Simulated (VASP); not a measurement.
**HfO2: single point with PBEsol**

The system is HfO2.

```
CELL_PARAMETERS angstrom
-3.55802 -3.55802 0.00000
0.00000 0.00000 5.17186
-3.55802 7.11604 0.00000
ATOMIC_POSITIONS crystal
Hf 0.16667 0.50000 0.33333
Hf 0.83333 0.50000 0.66667
Hf 0.50000 0.50000 0.00000
Hf 0.66667 0.00000 0.33333
Hf 0.33333 0.00000 0.66667
Hf 0.00000 0.00000 0.00000
O 0.50000 0.69721 0.50000
O 0.16667 0.69721 0.83333
O 0.83333 0.69721 0.16667
O 0.33333 0.80279 0.16667
O 0.00000 0.80279 0.50000
O 0.66667 0.80279 0.83333
O 0.33333 0.30279 0.16667
O 0.00000 0.30279 0.50000
O 0.66667 0.30279 0.83333
O 0.50000 0.19721 0.50000
O 0.16667 0.19721 0.83333
O 0.83333 0.19721 0.16667
```

| Property | Result |
| --- | --- |
| Program | VASP 6.6.1 |
| Task | single point |
| Functional | PBEsol |
| Potentials or basis | VASP PAW PBE potentials, release 64 (Hf_pv, O) |
| Cutoff | 700 eV |
| k mesh | 2 × 2 × 2, shifted |
| Occupations | gaussian, width 0.1 eV |
| Spin | no spin polarisation |

The pressure is -1.8 GPa. The largest force is 0.107 eV/Å and the band gap on the k mesh is 5.37 eV.

Forces on the atoms (eV/Å):
```
Hf  -0.001 -0.003 -0.001
Hf   0.001  0.003 -0.001
Hf   0.000  0.000 -0.003
Hf  -0.001 -0.003  0.001
Hf   0.001  0.003  0.001
Hf   0.000  0.000  0.003
O    0.000  0.000  0.107
O    0.001  0.000  0.107
O   -0.001  0.000  0.107
O   -0.001  0.000 -0.107
O    0.000  0.000 -0.107
O    0.001  0.000 -0.107
O   -0.001  0.000 -0.105
O    0.000  0.000 -0.105
O    0.001  0.000 -0.105
O    0.000  0.000  0.105
O    0.001  0.000  0.105
O   -0.001  0.000  0.105
```

Stress tensor (GPa, compression positive):
```
-1.34  0.06  0.00
 0.06 -1.40  0.00
 0.00  0.00 -2.66
```

Levels at points of the mesh, in eV from the valence-band top:
```
           k point  band 62  band 63  band 64  band 65  band 66  band 67  band 68  band 69  band 70  band 71
(0.25, 0.25, 0.25)    -0.65    -0.33    -0.19    -0.15    -0.08     5.37     5.40     5.59     5.74     5.75
```

Run time: 2.2 min on 1 thread of Intel(R) Xeon(R) Platinum 8488C (Sapphire Rapids), with other jobs on the host, peak memory 0.41 GiB.

Caveat: the PAW data sets were made with another functional, which shifts forces and pressure a little; spin-orbit coupling is left out, which moves the levels of the heavy elements; a shifted mesh leaves out Γ, where band edges can lie. A k mesh can miss the band edges.
